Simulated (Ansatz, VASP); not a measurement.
# BeTe in VASP and in Ansatz

```
Be Te
1.0
     0.00000    2.81680    2.81680
     2.81680    0.00000    2.81680
     2.81680    2.81680    0.00000
Be Te
1 1
Direct
  0.00000 0.00000 0.00000
  0.75000 0.75000 0.75000
```

Alike in both runs: task single point; functional PBEsol; k mesh 8 × 8 × 8; no spin polarisation.

|  | VASP | Ansatz |
| --- | --- | --- |
| version | VASP 6.6.1 | Ansatz 0.2.0 |
| potentials or method | VASP PAW PBE potentials, release 64 (Be, Te), cutoff 600 eV | all-electron LAPW, scalar-relativistic |
| occupations | gaussian, width 0.01 eV | fixed |

VASP gave:

```
gap on the k mesh at the Fermi level (eV) : 1.86
pressure (GPa)                            : -0.7
```

Estimate Ansatz's values.

gap on the k mesh at the Fermi level (eV): 1.87; pressure (GPa): -0.9.

VASP's potentials were made for PBE, not for PBEsol. Ansatz ran all-electron here, and VASP with PAW potentials.

Spin-orbit coupling is off throughout.
